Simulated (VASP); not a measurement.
# Tl (Pm-3m) in VASP: single point with PBEsol+D3(BJ)

Aim: the single point of Tl with PBEsol+D3(BJ).

Program: VASP 6.6.1. These are calculated values, not measurements. Logs are shortened: lines on timing, memory, paths and dates and some standing lists are left out, and cuts for length are marked.

### 1 The cell of the first run

Symmetry: Pm-3m, No. 221, cubic system. The conventional cell has a = 3.596 Å, b = 3.596 Å, c = 3.596 Å, α = 90.00°, β = 90.00°, γ = 90.00°. Tl (site symmetry m-3m) has 6 Tl at 3.60 Å within 4.7 Å.

### 2 Single point, PBEsol+D3(BJ)

The input, INCAR:

```
  PREC = Accurate
  ENCUT = 500
  EDIFF = 1E-6
  ISMEAR = 1
  SIGMA = 0.05
  LREAL = F
  LASPH = T
  NELM = 120
  ALGO = Normal
  ISIF = 2
  LWAVE = F
  LCHARG = F
  GGA = PS
  IVDW = 12
  NBANDS = 12
  GGA_COMPAT = F
```

The input, KPOINTS:

```
Automatic mesh
0
Gamma
  7 7 7
```

The input, POSCAR:

```
Tl
1.0
    3.5956350000      0.0000000000      0.0000000000
    0.0000000000      3.5956350000      0.0000000000
    0.0000000000      0.0000000000      3.5956350000
Tl
1
Direct
    0.5000000000      0.5000000000      0.5000000000
```

Potentials or basis: VASP PAW PBE potentials, release 64 (Tl_d).

Started as:

```sh
$ cat potpaw_PBE.64/Tl_d/POTCAR > POTCAR
$ mpirun -np 1 vasp_std > vasp.out
```

OUTCAR:

```text
PREC = Accurate
   ENCUT = 500
   EDIFF = 1E-6
   ISMEAR = 1
   LREAL = F
   LASPH = T
   NELM = 120
   ISIF = 2
   GGA = PS
   IVDW = 12
 IVDW          = 12

 ion  position               nearest neighbor table
   1  0.500  0.500  0.500-

  LATTYP: Found a simple cubic cell.
 ALAT       =     3.5956350000

  Lattice vectors:

 A1 = (   3.5956350000,   0.0000000000,   0.0000000000)
 A2 = (   0.0000000000,   3.5956350000,   0.0000000000)
 A3 = (   0.0000000000,   0.0000000000,   3.5956350000)

Analysis of symmetry for initial positions (statically):
=====================================================================
 Subroutine PRICEL returns:
 Original cell was already a primitive cell.

 Routine SETGRP: Setting up the symmetry group for a
 simple cubic supercell.

 Subroutine GETGRP returns: Found 48 space group operations
 (whereof 48 operations were pure point group operations)
 out of a pool of 48 trial point group operations.

The static configuration has the point symmetry O_h .

Analysis of symmetry for dynamics (positions and initial velocities):
=====================================================================
 Subroutine PRICEL returns:
 Original cell was already a primitive cell.

 Routine SETGRP: Setting up the symmetry group for a
 simple cubic supercell.

 Subroutine GETGRP returns: Found 48 space group operations
 (whereof 48 operations were pure point group operations)
 out of a pool of 48 trial point group operations.

The dynamic configuration has the point symmetry O_h .

 Subroutine INISYM returns: Found 48 space group operations
 (whereof 48 operations are pure point group operations),
 and found     1 'primitive' translations

----------------------------------------------------------------------------------------

                                     Primitive cell

  volume of cell :      46.4865

  direct lattice vectors                    reciprocal lattice vectors
     3.595635000  0.000000000  0.000000000     0.278114992  0.000000000  0.000000000
     0.000000000  3.595635000  0.000000000     0.000000000  0.278114992  0.000000000
     0.000000000  0.000000000  3.595635000     0.000000000  0.000000000  0.278114992

  length of vectors
     3.595635000  3.595635000  3.595635000     0.278114992  0.278114992  0.278114992

  position of ions in fractional coordinates (direct lattice)
     0.500000000  0.500000000  0.500000000

  ion indices of the primitive-cell ions
   primitive index   ion index
                 1           1

----------------------------------------------------------------------------------------

 KPOINTS: Automatic mesh

Automatic generation of k-mesh.
 Grid dimensions read from file:
 generate k-points for:    7    7    7

 Generating k-lattice:

  Cartesian coordinates                     Fractional coordinates (reciprocal lattice)
     0.039730713  0.000000000  0.000000000     0.142857143  0.000000000  0.000000000
     0.000000000  0.039730713  0.000000000     0.000000000  0.142857143  0.000000000
     0.000000000  0.000000000  0.039730713     0.000000000  0.000000000  0.142857143

  Length of vectors
     0.039730713  0.039730713  0.039730713

  Shift w.r.t. Gamma in fractional coordinates (k-lattice)
     0.000000000  0.000000000  0.000000000

 Subroutine IBZKPT returns following result:
 ===========================================

 Found     20 irreducible k-points:

 Following reciprocal coordinates:
            Coordinates               Weight
  0.000000  0.000000  0.000000      1.000000
  0.142857  0.000000  0.000000      6.000000
  0.285714  0.000000  0.000000      6.000000
  0.428571  0.000000  0.000000      6.000000
  0.142857  0.142857  0.000000     12.000000
  0.285714  0.142857  0.000000     24.000000
[... 12 lines left out ...]
  0.428571  0.428571  0.285714     24.000000
  0.428571  0.428571  0.428571      8.000000
   k-points           NKPTS =     20   k-points in BZ     NKDIM =     20   number of bands    NBANDS=     12
   number of dos      NEDOS =    301   number of ions     NIONS =      1
   total plane-waves  NPLWV =  21952
   dimension x,y,z NGX =    28 NGY =   28 NGZ =   28
   dimension x,y,z NGXF=    56 NGYF=   56 NGZF=   56
   ions per type =               1
   NGX,Y,Z   is equivalent  to a cutoff of  12.95, 12.95, 12.95 a.u.
   NGXF,Y,Z  is equivalent  to a cutoff of  25.89, 25.89, 25.89 a.u.
 SYSTEM =  unknown system
   PREC   = accura    normal or accurate (medium, high low for compatibility)
   ISTART =      0    job   : 0-new  1-cont  2-samecut
   ICHARG =      2    charge: 1-file 2-atom 10-const
   ISPIN  =      1    spin polarized calculation?
   LNONCOLLINEAR =      F non collinear calculations
   LSORBIT =      F    spin-orbit coupling
   LASPH  =      T    aspherical Exc in radial PAW
   ENCUT  =  500.0 eV  36.75 Ry    6.06 a.u.   6.56  6.56  6.56*2*pi/ulx,y,z
   NELM   =    120;   NELMIN=  2; NELMDL= -5     # of ELM steps
   EDIFF  = 0.1E-05   stopping-criterion for ELM
   LREAL  =      F    real-space projection
   EDIFFG = 0.1E-04   stopping-criterion for IOM
   NSW    =      0    number of steps for IOM
   IBRION =     -1    ionic relax: 0-MD 1-quasi-New 2-CG
   NFREE  =      0    steps in history (QN), initial steepest desc. (CG)
   ISIF   =      2    stress and relaxation
   ISYM   =      2    0-nonsym 1-usesym 2-fastsym
   POTIM  = 0.5000    time-step for ionic-motion
   TEBEG  =    0.0;   TEEND  =   0.0 temperature during run
   PSTRESS=    0.0 pullay stress
   NELECT =      13.0000    total number of electrons
   NUPDOWN=      -1.0000    fix difference up-down
   EMIN   =  10.00;   EMAX   =-10.00  energy-range for DOS
   EFERMI =   0.00;   METHOD = LEGACY
   ISMEAR =     1;   SIGMA  =   0.05  broadening in eV -4-tet -1-fermi 0-gaus
   EFERMI_NEDOS =   21; number of points for ismear=-14 and -15
   IALGO  =     38    algorithm
   IMIX   =      4    mixing-type and parameters
     AMIX     =   0.40;   BMIX     =  1.00
     AMIX_MAG =   1.60;   BMIX_MAG =  1.00
  volume/ion in A,a.u.               =      46.49       313.71
  Fermi-wavevector in a.u.,A,eV,Ry     =   1.070567  2.023077 15.593811  1.146113
  Thomas-Fermi vector in A             =   2.206281
   LORBIT       =      0    0 simple, 1 ext, 2 COOP (PROOUT), +10 PAW based schemes
   GGA     = PS    functional components
   LHFCALC =     F    Hartree Fock is set to
   AEXX    =    0.0000 exact exchange contribution
   IVDW    =    12    specifies the selected vdW correction
   LEPSILON=     F    determine dielectric tensor
   LRPA    =     F    only Hartree local field effects (RPA)
 non-spin polarized calculation
 Methfessel and Paxton  Order N= 1 SIGMA  =   0.05
  energy-cutoff  :      500.00
  volume of cell :       46.49
 maximum number of plane-waves:      1197
 NGX is ok and might be reduce to    28
   NGX = 13   NGY = 13   NGZ = 13

 number of electron      12.9999998 magnetization

 Free energy of the ion-electron system (eV)
  ---------------------------------------------------
  ext. energy  EPLUGINS =         0.00000000
  ---------------------------------------------------
  free energy    TOTEN  =        -2.16119262 eV

  energy without entropy =       -2.16201349  energy(sigma->0) =       -2.16146625

 E-fermi :   2.7770     XC(G=0):  -8.0786

 val. band max:        2.7424465411   @ k =   0.4286   0.2857   0.2857
 cond. band min:       2.8242819241   @ k =   0.4286   0.4286   0.1429
 fundamental gap:      0.0818353830
 Fermi energy:         2.7769514918

 k-point     1 :       0.0000    0.0000    0.0000
  band No.  band energies     occupation
      1      -9.1649      2.00000
      2      -9.1649      2.00000
      3      -8.7631      2.00000
      4      -8.7631      2.00000
      5      -8.7631      2.00000
      6      -5.4112      2.00000
      7       7.6777      0.00000
      8       7.6777      0.00000
      9       7.6777      0.00000
     10       9.3439      0.00000
     11      11.4447      0.00000
     12      11.4447      0.00000

 k-point     2 :       0.1429    0.0000    0.0000
  band No.  band energies     occupation
      1      -9.1606      2.00000
      2      -9.1086      2.00000
      3      -8.7839      2.00000
      4      -8.7839      2.00000
      5      -8.7614      2.00000
      6      -5.1956      2.00000
      7       5.4713      0.00000
      8       7.9230      0.00000
      9       7.9230      0.00000
     10      10.1211      0.00000
     11      11.6024      0.00000
     12      13.4543      0.00000

 k-point     3 :       0.2857    0.0000    0.0000
  band No.  band energies     occupation
      1      -9.1511      2.00000
      2      -8.9865      2.00000
      3      -8.8302      2.00000
      4      -8.8302      2.00000
      5      -8.7575      2.00000
      6      -4.5781      2.00000
      7       2.8313     -0.06385
      8       8.5678      0.00000
      9       8.5678      0.00000
     10      10.8079      0.00000
     11      12.0809      0.00000
     12      15.4266      0.00000
[... 226 lines left out ...]
 k-point    19 :       0.4286    0.4286    0.2857
  band No.  band energies     occupation
      1      -9.0011      2.00000
      2      -8.9448      2.00000
      3      -8.9437      2.00000
      4      -8.7859      2.00000
      5      -8.6595      2.00000
      6      -1.5865      2.00000
      7       3.4472     -0.00000
      8       3.4508     -0.00000
      9       6.0399      0.00000
     10       7.8760      0.00000
     11      10.5261      0.00000
     12      10.8158      0.00000

 k-point    20 :       0.4286    0.4286    0.4286
  band No.  band energies     occupation
      1      -8.9943      2.00000
      2      -8.9921      2.00000
      3      -8.9921      2.00000
      4      -8.6568      2.00000
      5      -8.6568      2.00000
      6      -0.8932      2.00000
      7       4.1084      0.00000
      8       4.1084      0.00000
      9       4.1437      0.00000
     10       8.4702      0.00000
     11       9.3571      0.00000
     12       9.3571      0.00000

------------------------ aborting loop because EDIFF is reached ----------------------------------------

 Edisp (eV)   -0.28024

 E8    (eV) :    -0.2086

  FORCE on cell =-STRESS in cart. coord.  units (eV):
  Direction    XX          YY          ZZ          XY          YZ          ZX
  --------------------------------------------------------------------------------------
  -------------------------------------------------------------------------------------
  Total      -0.96350    -0.96350    -0.96350     0.00000     0.00000    -0.00000
  in kB     -33.20757   -33.20757   -33.20757     0.00000     0.00000    -0.00000
  external pressure =      -33.21 kB  Pullay stress =        0.00 kB

 VOLUME and BASIS-vectors are now :
 -----------------------------------------------------------------------------
  energy-cutoff  :      500.00
  volume of cell :       46.49
      direct lattice vectors                 reciprocal lattice vectors
     3.595635000  0.000000000  0.000000000     0.278114992  0.000000000  0.000000000
     0.000000000  3.595635000  0.000000000     0.000000000  0.278114992  0.000000000
     0.000000000  0.000000000  3.595635000     0.000000000  0.000000000  0.278114992

 POSITION                                       TOTAL-FORCE (eV/Angst)
 -----------------------------------------------------------------------------------
      1.79782      1.79782      1.79782         0.000000      0.000000      0.000000
 -----------------------------------------------------------------------------------
    total drift:                                0.000000      0.000000      0.000000

  FREE ENERGIE OF THE ION-ELECTRON SYSTEM (eV)
  ---------------------------------------------------
  free  energy   TOTEN  =        -2.4414306641 eV

  energy  without entropy=       -2.4422515269  energy(sigma->0) =       -2.44170429
```

Wall time 3.9 s (1 thread of Intel Xeon 6975P-C (Granite Rapids), shared host); peak memory 0.16 GiB.

Results:

- Free energy: -2.4414 eV
- Pressure: -3.3 GPa
- Dispersion energy per atom: -0.280 eV

Levels at points of the mesh, in eV from the Fermi level:
| k point | band 4 | band 5 | band 6 | band 7 | band 8 | band 9 |
| --- | --- | --- | --- | --- | --- | --- |
| (0.00, 0.00, 0.00) | -11.54 | -11.54 | -8.19 | 4.90 | 4.90 | 4.90 |

Caveat: the PAW data sets were made with another functional, which shifts forces and pressure a little; spin-orbit coupling is left out, which moves the levels of the heavy elements; pairwise dispersion overbinds metals, which lowers pressure and volume.
